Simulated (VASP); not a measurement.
Crystal: Os.

```xyz
2
Lattice="2.7352 0.0000 0.0000 -1.3676 2.3688 0.0000 0.0000 0.0000 4.3190" Properties=species:S:1:pos:R:3 pbc="T T T"
Os    0.0000    1.5792    1.0797
Os    1.3676    0.7896    3.2393
```

* Program: VASP 6.6.1
* Task: relaxation of cell and atoms
* Functional: RPBE
* Potentials or basis: VASP PAW PBE potentials, release 64 (Os)
* Cutoff: 600 eV
* k mesh: 13 × 13 × 7
* Occupations: fermi-dirac, width 0.1 eV
* Spin: no spin polarisation

At the start: pressure 12.5 GPa; volume 13.99 Å³/atom.

Where does the relaxation end?

Over 9 steps the energy falls by 16.1 meV/atom and the volume is 14.42 Å³/atom (+3.0 %); space group P6_3/mmc (No. 194, to 0.1 Å) before and after.

The path:
```
step  energy change (eV)  largest force (eV/Å)  pressure (GPa)  volume (Å³)
   1              0.0000                0.0000           12.54        27.98
   2              0.4495                0.0000          -35.55        32.66
   3             -0.0320                0.0000           -0.71        28.88
   4             -0.0321                0.0000           -0.04        28.83
   5             -0.0321                0.0000            0.20        28.82
   6             -0.0322                0.0000            0.22        28.82
   7             -0.0323                0.0000            0.21        28.82
   8             -0.0322                0.0000           -0.60        28.88
   9             -0.0323                0.0000            0.02        28.83
```

Final structure:
```yaml
crystal:
  lattice:
    - [2.76479, 0.00000, 0.00000]
    - [-1.38239, 2.39438, 0.00000]
    - [0.00000, 0.00000, 4.35527]
  atoms:
    - { symbol: Os, position: [0.33333, 0.66667, 0.25000] }
    - { symbol: Os, position: [0.66667, 0.33333, 0.75000] }
```

Caveat: the PAW data sets were made with another functional, which shifts forces and pressure a little.
